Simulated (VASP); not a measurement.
A run of VASP 6.6.1:

INCAR

```
SYSTEM = AgBr
ALGO = Normal
EDIFF = 1E-6
ENCUT = 500
GGA = PE
GGA_COMPAT = .FALSE.
ISIF = 2
ISMEAR = 0
LASPH = .TRUE.
LCHARG = .FALSE.
LREAL = .FALSE.
LWAVE = .FALSE.
NBANDS = 16
NELM = 120
PREC = Accurate
SIGMA = 0.02
```

The input KPOINTS:

```
k-points
0
G
  8 8 8
  0 0 0
```

Contents of POSCAR:

```
AgBr
1.0
    0.0000000000      2.9216612883      2.9216612883
    2.9216612883      0.0000000000      2.9216612883
    2.9216612883      2.9216612883      0.0000000000
Ag Br
1 1
Direct
    0.0000000000      0.0000000000      0.0000000000
    0.5000000000      0.5000000000      0.5000000000
```

Potentials or basis: VASP PAW PBE potentials, release 64 (Ag, Br).

Launch:

```sh
$ cat potpaw_PBE.64/Ag/POTCAR potpaw_PBE.64/Br/POTCAR > POTCAR
$ mpirun -np 1 vasp_std > vasp.out
```

Hardware: 1 thread of Intel(R) Xeon(R) 6975P-C (Granite Rapids), with other jobs on the host.

Problem. How long does it take, and how much memory?

Solution. Wall time 9.2 s on 1 thread of Intel(R) Xeon(R) 6975P-C (Granite Rapids) (shared host), peak memory 0.17 GiB. Counts: scf iterations 12, k points 29.
